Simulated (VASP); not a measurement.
# Bi (Im-3m) in VASP: a series of runs

The runs below take Bi through relaxation of cell and atoms, single point, with r2SCAN.

All numbers are computed with VASP 6.6.1; they aren't measurements. Logs are shortened: lines on timing, memory, paths and dates and some standing lists are left out, and cuts for length are marked.

## 1. The cell of the first run

It takes space group Im-3m (No. 229, cubic). The conventional cell has a = 3.963 Å, b = 3.963 Å, c = 3.963 Å, α = 90.00°, β = 90.00°, γ = 90.00°. Bi (site symmetry m-3m) has 14 Bi at 3.43 to 3.96 Å within 4.5 Å.

## 2. Relaxation of cell and atoms, r2SCAN, target pressure 10.1 GPa, at which the enthalpy is minimised

Input file POSCAR:

```
Bi
1.0
   -1.9814305318      1.9814305318      1.9814305318
    1.9814305318     -1.9814305318      1.9814305318
    1.9814305318      1.9814305318     -1.9814305318
Bi
1
Direct
    0.0000000000      0.0000000000      0.0000000000
```

Input file INCAR.step1:

```
SYSTEM = Bi
PREC = Accurate ; ENCUT = 600
ISMEAR = 0 ; SIGMA = 0.1
LREAL = .FALSE. ; LASPH = .TRUE.
NELM = 100 ; GGA = PE
ALGO = Normal ; EDIFF = 1E-4
LWAVE = .TRUE. ; LCHARG = .FALSE.
```

Input file INCAR.step2:

```
SYSTEM = Bi
PREC = Accurate ; ENCUT = 600
EDIFF = 1E-6 ; ISMEAR = 0
SIGMA = 0.1 ; LREAL = .FALSE.
LASPH = .TRUE. ; NELM = 100
ALGO = Normal ; ISIF = 3
LWAVE = .FALSE. ; LCHARG = .FALSE.
METAGGA = R2SCAN ; LMIXTAU = .TRUE.
IBRION = 2 ; NSW = 80
EDIFFG = -0.05 ; PSTRESS = 101.0
ISTART = 1
```

Input file KPOINTS:

```
Automatic mesh
0
G
  8 8 8
  0 0 0
```

Potentials or basis: VASP PAW PBE potentials, release 64 (Bi_d).

Command:

```console
cat potpaw_PBE.64/Bi_d/POTCAR > POTCAR
cp INCAR.step1 INCAR
mpirun -np 1 vasp_std > vasp.out
cp INCAR.step2 INCAR
mpirun -np 1 vasp_std > vasp.out
```

OUTCAR:

```text
SYSTEM = Bi
   PREC = Accurate
   ENCUT = 600
   EDIFF = 1E-6
   ISMEAR = 0
   LREAL = .FALSE.
   LASPH = .TRUE.
   NELM = 100
   ISIF = 3
   METAGGA = R2SCAN
   IBRION = 2
   NSW = 80
   EDIFFG = -0.05
   PSTRESS = 101.0
   ISTART = 1

 ion  position               nearest neighbor table
   1  0.000  0.000  0.000-

  LATTYP: Found a body centered cubic cell.
 ALAT       =     3.9628610636

  Lattice vectors:

 A1 = (  -1.9814305318,   1.9814305318,   1.9814305318)
 A2 = (   1.9814305318,  -1.9814305318,   1.9814305318)
 A3 = (   1.9814305318,   1.9814305318,  -1.9814305318)

Analysis of symmetry for initial positions (statically):
=====================================================================
 Subroutine PRICEL returns:
 Original cell was already a primitive cell.

 Routine SETGRP: Setting up the symmetry group for a
 body centered cubic supercell.

 Subroutine GETGRP returns: Found 48 space group operations
 (whereof 48 operations were pure point group operations)
 out of a pool of 48 trial point group operations.

The static configuration has the point symmetry O_h .

Analysis of symmetry for dynamics (positions and initial velocities):
=====================================================================
 Subroutine PRICEL returns:
 Original cell was already a primitive cell.

 Routine SETGRP: Setting up the symmetry group for a
 body centered cubic supercell.

 Subroutine GETGRP returns: Found 48 space group operations
 (whereof 48 operations were pure point group operations)
 out of a pool of 48 trial point group operations.

The dynamic configuration has the point symmetry O_h .

 Subroutine INISYM returns: Found 48 space group operations
 (whereof 48 operations are pure point group operations),
 and found     1 'primitive' translations

----------------------------------------------------------------------------------------

                                     Primitive cell

  volume of cell :      31.1169

  direct lattice vectors                    reciprocal lattice vectors
    -1.981430532  1.981430532  1.981430532     0.000000000  0.252342937  0.252342937
     1.981430532 -1.981430532  1.981430532     0.252342937  0.000000000  0.252342937
     1.981430532  1.981430532 -1.981430532     0.252342937  0.252342937  0.000000000

  length of vectors
     3.431938353  3.431938353  3.431938353     0.356866804  0.356866804  0.356866804

  position of ions in fractional coordinates (direct lattice)
     0.000000000  0.000000000  0.000000000

  ion indices of the primitive-cell ions
   primitive index   ion index
                 1           1

----------------------------------------------------------------------------------------

 KPOINTS: Automatic mesh

Automatic generation of k-mesh.
 Grid dimensions read from file:
 generate k-points for:    8    8    8

 Generating k-lattice:

  Cartesian coordinates                     Fractional coordinates (reciprocal lattice)
     0.000000000  0.031542867  0.031542867     0.125000000  0.000000000  0.000000000
     0.031542867  0.000000000  0.031542867     0.000000000  0.125000000  0.000000000
     0.031542867  0.031542867  0.000000000     0.000000000  0.000000000  0.125000000

  Length of vectors
     0.044608350  0.044608350  0.044608350

  Shift w.r.t. Gamma in fractional coordinates (k-lattice)
     0.000000000  0.000000000  0.000000000

 Subroutine IBZKPT returns following result:
 ===========================================

 Found     29 irreducible k-points:

 Following reciprocal coordinates:
            Coordinates               Weight
  0.000000  0.000000  0.000000      1.000000
  0.125000  0.000000  0.000000     12.000000
  0.250000  0.000000  0.000000     12.000000
  0.375000  0.000000  0.000000     12.000000
  0.500000  0.000000  0.000000      6.000000
  0.125000  0.125000  0.000000     24.000000
[... 16 lines left out ...]
 -0.250000  0.250000  0.250000      6.000000
 -0.375000  0.375000  0.250000     24.000000
 [... further k-points ...]
   k-points           NKPTS =     29   k-points in BZ     NKDIM =     29   number of bands    NBANDS=     11
   number of dos      NEDOS =    301   number of ions     NIONS =      1
   total plane-waves  NPLWV =  21952
   dimension x,y,z NGX =    28 NGY =   28 NGZ =   28
   dimension x,y,z NGXF=    56 NGYF=   56 NGZF=   56
   ions per type =               1
   NGX,Y,Z   is equivalent  to a cutoff of  13.56, 13.56, 13.56 a.u.
   NGXF,Y,Z  is equivalent  to a cutoff of  27.13, 27.13, 27.13 a.u.
 SYSTEM =  Bi
   PREC   = accura    normal or accurate (medium, high low for compatibility)
   ISTART =      1    job   : 0-new  1-cont  2-samecut
   ICHARG =      0    charge: 1-file 2-atom 10-const
   ISPIN  =      1    spin polarized calculation?
   LNONCOLLINEAR =      F non collinear calculations
   LSORBIT =      F    spin-orbit coupling
   LASPH  =      T    aspherical Exc in radial PAW
   ENCUT  =  600.0 eV  44.10 Ry    6.64 a.u.   6.85  6.85  6.85*2*pi/ulx,y,z
   NELM   =    100;   NELMIN=  2; NELMDL=  0     # of ELM steps
   EDIFF  = 0.1E-05   stopping-criterion for ELM
   LREAL  =      F    real-space projection
   EDIFFG = -.5E-01   stopping-criterion for IOM
   NSW    =     80    number of steps for IOM
   IBRION =      2    ionic relax: 0-MD 1-quasi-New 2-CG
   NFREE  =      1    steps in history (QN), initial steepest desc. (CG)
   ISIF   =      3    stress and relaxation
   ISYM   =      2    0-nonsym 1-usesym 2-fastsym
   POTIM  = 0.5000    time-step for ionic-motion
   TEBEG  =    0.0;   TEEND  =   0.0 temperature during run
   PSTRESS=  101.0 pullay stress
   NELECT =      15.0000    total number of electrons
   NUPDOWN=      -1.0000    fix difference up-down
   EMIN   =  10.00;   EMAX   =-10.00  energy-range for DOS
   EFERMI =   0.00;   METHOD = LEGACY
   ISMEAR =     0;   SIGMA  =   0.10  broadening in eV -4-tet -1-fermi 0-gaus
   EFERMI_NEDOS =   21; number of points for ismear=-14 and -15
   IALGO  =     38    algorithm
   IMIX   =      4    mixing-type and parameters
     AMIX     =   0.40;   BMIX     =  1.00
     AMIX_MAG =   1.60;   BMIX_MAG =  1.00
  volume/ion in A,a.u.               =      31.12       209.99
  Fermi-wavevector in a.u.,A,eV,Ry     =   1.283630  2.425708 22.418388  1.647705
  Thomas-Fermi vector in A             =   2.415871
   LORBIT       =      0    0 simple, 1 ext, 2 COOP (PROOUT), +10 PAW based schemes
   METAGGA = R2SCAN    functional components
   LHFCALC =     F    Hartree Fock is set to
   AEXX    =    0.0000 exact exchange contribution
   IVDW    =     0    specifies the selected vdW correction
   LEPSILON=     F    determine dielectric tensor
   LRPA    =     F    only Hartree local field effects (RPA)
 conjugate gradient relaxation of ions
 non-spin polarized calculation
 Gauss-broadening in eV      SIGMA  =   0.10
  energy-cutoff  :      600.00
  volume of cell :       31.12
 maximum number of plane-waves:      1055
   NGX = 13   NGY = 13   NGZ = 13

--------------------------------------- Ionic step        1  -------------------------------------------

 number of electron      14.9999994 magnetization

 Free energy of the ion-electron system (eV)
  ---------------------------------------------------
  ext. energy  EPLUGINS =         0.00000000
  ---------------------------------------------------
  free energy    TOTEN  =       -58.24388899 eV

  energy without entropy =      -58.23917759  energy(sigma->0) =      -58.24153329

------------------------ aborting loop because EDIFF is reached ----------------------------------------

  FORCE on cell =-STRESS in cart. coord.  units (eV):
  Direction    XX          YY          ZZ          XY          YZ          ZX
  --------------------------------------------------------------------------------------
  -------------------------------------------------------------------------------------
  Total       -0.0261434     -0.0261434     -0.0261434      0.0000000     -0.0000000     -0.0000000
  in kB       -1.3460952     -1.3460952     -1.3460952      0.0000000     -0.0000000     -0.0000000
  external PRESSURE =    -102.3460952 kB  Pullay stress =     101.0000000 kB
[... 22 lines left out ...]
  enthalpy is  TOTEN    =       -56.2823030720 eV   P V=        1.9615859172

--------------------------------------- Ionic step        2  -------------------------------------------

 number of electron      15.0000000 magnetization

 E-fermi :  12.1494     XC(G=0): -12.8034

 val. band max:       12.1062379306   @ k =  -0.2500   0.3750   0.1250
 cond. band min:      12.2113247721   @ k =  -0.2500   0.2500   0.2500
 fundamental gap:      0.1050868414
 Fermi energy:        12.1494017403

 k-point     1 :       0.0000    0.0000    0.0000
  band No.  band energies     occupation
      1     -11.9859      2.00000
      2     -11.9859      2.00000
      3     -11.9859      2.00000
      4     -11.6244      2.00000
      5     -11.6244      2.00000
      6      -4.5860      2.00000
      7      20.2872      0.00000
      8      20.2872      0.00000
      9      20.2872      0.00000
     10      23.3251      0.00000
     11      23.3251      0.00000
[... 393 lines left out ...]
  enthalpy is  TOTEN    =       -56.4181949606 eV   P V=        1.7314625583

--------------------------------------- Ionic step        4  -------------------------------------------

 number of electron      14.9999997 magnetization

 Free energy of the ion-electron system (eV)
  ---------------------------------------------------
  ext. energy  EPLUGINS =         0.00000000
  ---------------------------------------------------
  free energy    TOTEN  =       -58.14110989 eV

  energy without entropy =      -58.13682633  energy(sigma->0) =      -58.13896811

 E-fermi :   9.5393     XC(G=0): -11.7865

 val. band max:        9.5324087504   @ k =  -0.2500   0.3750   0.1250
 cond. band min:       9.9263059914   @ k =   0.3750   0.1250   0.0000
 fundamental gap:      0.3938972410
 Fermi energy:         9.5393115734

 k-point     1 :       0.0000    0.0000    0.0000
  band No.  band energies     occupation
      1     -14.3242      2.00000
      2     -14.3242      2.00000
      3     -14.3242      2.00000
      4     -14.1079      2.00000
      5     -14.1079      2.00000
      6      -5.5841      2.00000
      7      15.9721      0.00000
      8      15.9721      0.00000
      9      15.9721      0.00000
     10      20.8340      0.00000
     11      20.8340      0.00000
[... 350 lines left out ...]
  FREE ENERGIE OF THE ION-ELECTRON SYSTEM (eV)
  ---------------------------------------------------
  free  energy   TOTEN  =       -58.1411098950 eV

  energy  without entropy=      -58.1368263263  energy(sigma->0) =      -58.13896811

  enthalpy is  TOTEN    =       -56.4185365060 eV   P V=        1.7225733889

 reached required accuracy - stopping structural energy minimisation
```

It took 99 s on 1 thread of Intel Xeon 6975P-C (Granite Rapids), shared host; peak memory 0.17 GiB.

What came out:

```yaml
Free_energy: -58.1411 eV
Relaxed_volume: 27.33 Å³/atom
Relaxed_cell: a = 3.286 Å, b = 3.286 Å, c = 3.286 Å, α = 109.47°, β = 109.47°, γ = 109.47°
Space_group_after_relaxing_to_0.05_Å: Im-3m (No. 229)
Energy_change_on_relaxing_the_enthalpy_is_what_falls: +102.8 meV/atom
Ionic_steps: 4
Pressure_after_relaxing: 10.0 GPa
```

Step by step:
```
step  energy change (eV)  largest force (eV/Å)  pressure (GPa)  volume (Å³)
   1              0.0000                0.0000           -0.13        31.12
   2              0.6598                0.0000           34.23        23.00
   3              0.0942                0.0000            9.48        27.47
   4              0.1028                0.0000            9.98        27.33
```

Final structure:
```xyz
1
Lattice="-1.8974 1.8974 1.8974 1.8974 -1.8974 1.8974 1.8974 1.8974 -1.8974" Properties=species:S:1:pos:R:3 pbc="T T T"
Bi   -1.8974    1.8974    1.8974
```

Caveat: the cell is relaxed towards a set pressure, so the enthalpy falls and the energy may rise; the PAW data sets were made with another functional, which shifts forces and pressure a little; spin-orbit coupling is left out, which moves the levels of the heavy elements.

## 3. Relaxation of cell and atoms, r2SCAN, target pressure 20.2 GPa, at which the enthalpy is minimised

POSCAR is that of step 2.

Input file INCAR.step1:

```
PREC = Accurate
ENCUT = 600
ISMEAR = 0
SIGMA = 0.1
LREAL = F
LASPH = T
NELM = 100
GGA = PE
ALGO = Normal
EDIFF = 1E-4
LWAVE = T
LCHARG = F
```

Input file INCAR.step2:

```
PREC = Accurate
ENCUT = 600
EDIFF = 1E-6
ISMEAR = 0
SIGMA = 0.1
LREAL = F
LASPH = T
NELM = 100
ALGO = Normal
ISIF = 3
LWAVE = F
LCHARG = F
METAGGA = R2SCAN
LMIXTAU = T
IBRION = 2
NSW = 80
EDIFFG = -0.05
PSTRESS = 202.0
ISTART = 1
```

Input file KPOINTS:

```
regular mesh
0
Gamma
  8 8 8
```

Potentials or basis: VASP PAW PBE potentials, release 64 (Bi_d).

Command:

```console
cat potpaw_PBE.64/Bi_d/POTCAR > POTCAR
cp INCAR.step1 INCAR
mpirun -np 1 vasp_std > vasp.out
cp INCAR.step2 INCAR
mpirun -np 1 vasp_std > vasp.out
```

OUTCAR:

```text
PREC = Accurate
   ENCUT = 600
   EDIFF = 1E-6
   ISMEAR = 0
   LREAL = F
   LASPH = T
   NELM = 100
   ISIF = 3
   METAGGA = R2SCAN
   IBRION = 2
   NSW = 80
   EDIFFG = -0.05
   PSTRESS = 202.0
   ISTART = 1

 ion  position               nearest neighbor table
   1  0.000  0.000  0.000-

  LATTYP: Found a body centered cubic cell.
 ALAT       =     3.9628610636

  Lattice vectors:

 A1 = (  -1.9814305318,   1.9814305318,   1.9814305318)
 A2 = (   1.9814305318,  -1.9814305318,   1.9814305318)
 A3 = (   1.9814305318,   1.9814305318,  -1.9814305318)

Analysis of symmetry for initial positions (statically):
=====================================================================
 Subroutine PRICEL returns:
[... 176 lines left out ...]
 fundamental gap:      0.3063317140
 Fermi energy:         7.8844774946

 k-point     1 :       0.0000    0.0000    0.0000
  band No.  band energies     occupation
      1     -15.9196      2.00000
      2     -15.9196      2.00000
      3     -15.9196      2.00000
      4     -15.7767      2.00000
      5     -15.7767      2.00000
      6      -6.2929      2.00000
      7      13.1755      0.00000
      8      13.1755      0.00000
      9      13.1755      0.00000
     10      17.9534      0.00000
     11      19.1158      0.00000
[... 469 lines left out ...]
--------------------------------------- Ionic step        5  -------------------------------------------

 number of electron      15.0000004 magnetization

 Free energy of the ion-electron system (eV)
  ---------------------------------------------------
  ext. energy  EPLUGINS =         0.00000000
  ---------------------------------------------------
  free energy    TOTEN  =       -57.93664401 eV

  energy without entropy =      -57.93301432  energy(sigma->0) =      -57.93482916

 E-fermi :  10.7401     XC(G=0): -12.2782

 val. band max:       10.6383316370   @ k =   0.2500   0.2500   0.1250
 cond. band min:      10.7484681574   @ k =  -0.2500   0.3750   0.1250
 fundamental gap:      0.1101365204
 Fermi energy:        10.7401174714

 k-point     1 :       0.0000    0.0000    0.0000
  band No.  band energies     occupation
      1     -13.2014      2.00000
      2     -13.2014      2.00000
      3     -13.2014      2.00000
      4     -12.9213      2.00000
      5     -12.9213      2.00000
      6      -5.1017      2.00000
      7      18.0065      0.00000
      8      18.0065      0.00000
      9      18.0065      0.00000
     10      22.0304      0.00000
     11      22.0518      0.00000
[... 354 lines left out ...]
  energy  without entropy=      -57.9330143169  energy(sigma->0) =      -57.93482916

  enthalpy is  TOTEN    =       -54.7720447066 eV   P V=        3.1645993052

 reached required accuracy - stopping structural energy minimisation
```

OUTCAR.step1:

```text
PREC = Accurate
   ENCUT = 600
   ISMEAR = 0
   LREAL = F
   LASPH = T
[... 551 lines left out ...]

 POSITION                                       TOTAL-FORCE (eV/Angst)
 -----------------------------------------------------------------------------------
      0.00000      0.00000      0.00000        -0.000000      0.000000      0.000000
 -----------------------------------------------------------------------------------
    total drift:                                0.000000     -0.000000     -0.000000

  FREE ENERGIE OF THE ION-ELECTRON SYSTEM (eV)
  ---------------------------------------------------
  free  energy   TOTEN  =        -3.7288489481 eV

  energy  without entropy=       -3.7245037658  energy(sigma->0) =       -3.72667636
```

OSZICAR.step1:

```text
N       E                     dE             d eps       ncg     rms          rms(c)
DAV:   1     0.105796522657E+03    0.10580E+03   -0.87741E+03   638   0.175E+03
DAV:   2     0.178009955058E+01   -0.10402E+03   -0.10182E+03   644   0.368E+02
DAV:   3    -0.359960621838E+01   -0.53797E+01   -0.52977E+01   753   0.907E+01
DAV:   4    -0.372680346853E+01   -0.12720E+00   -0.12704E+00   729   0.147E+01
DAV:   5    -0.373248717037E+01   -0.56837E-02   -0.56836E-02   825   0.292E+00    0.463E-01
DAV:   6    -0.372909578292E+01    0.33914E-02   -0.96736E-03   800   0.152E+00    0.277E-01
DAV:   7    -0.372878062773E+01    0.31516E-03   -0.62303E-03   755   0.126E+00    0.823E-02
DAV:   8    -0.372884894813E+01   -0.68320E-04   -0.54016E-04   701   0.422E-01
   1 F= -.37288489E+01 E0= -.37266764E+01  d E =-.434518E-02
```

Run time: 2.1 min. Hardware: 1 thread of Intel Xeon 6975P-C (Granite Rapids), shared host; peak memory 0.18 GiB.

Results:

| Item | Value |
| --- | --- |
| Free energy | -57.9366 eV |
| Relaxed volume | 25.10 Å³/atom |
| Relaxed cell | a = 3.195 Å, b = 3.195 Å, c = 3.195 Å, α = 109.47°, β = 109.47°, γ = 109.47° |
| Space group after relaxing (to 0.05 Å) | Im-3m (No. 229) |
| Energy change on relaxing (the enthalpy is what falls) | +307.2 meV/atom |
| Ionic steps | 5 |
| Pressure after relaxing | 20.2 GPa |

Step by step:
```csv
step,energy change (eV),largest force (eV/Å),pressure (GPa),volume (Å³)
1,0.0000,0.0000,-0.13,31.12
2,3.9350,0.0000,157.08,16.50
3,0.2330,0.0000,16.80,25.74
4,0.2769,0.0000,18.84,25.35
5,0.3072,0.0000,20.20,25.10
```

Final structure:
```xyz
1
Lattice="-1.8445 1.8445 1.8445 1.8445 -1.8445 1.8445 1.8445 1.8445 -1.8445" Properties=species:S:1:pos:R:3 pbc="T T T"
Bi    0.0000    0.0000    0.0000
```

Levels at points of the mesh, in eV from the Fermi level:
```tsv
k point	band 4	band 5	band 6	band 7	band 8	band 9	band 10	band 11
(0.00, 0.00, 0.00)	-23.66	-23.66	-15.84	7.27	7.27	7.27	11.29	11.31
(0.50, 0.00, 0.00)	-23.68	-23.49	-11.13	-6.67	2.12	4.40	7.58	8.73
(0.50, 0.50, 0.50)	-23.53	-23.53	-7.62	-2.45	-2.45	-2.45	3.87	3.87
```

Caveat: the cell is relaxed towards a set pressure, so the enthalpy falls and the energy may rise; the volume moved by over 15 % at a fixed basis, so the end points are rough; the PAW data sets were made with another functional, which shifts forces and pressure a little; spin-orbit coupling is left out, which moves the levels of the heavy elements.

(Part 1 of 2 ends here.)
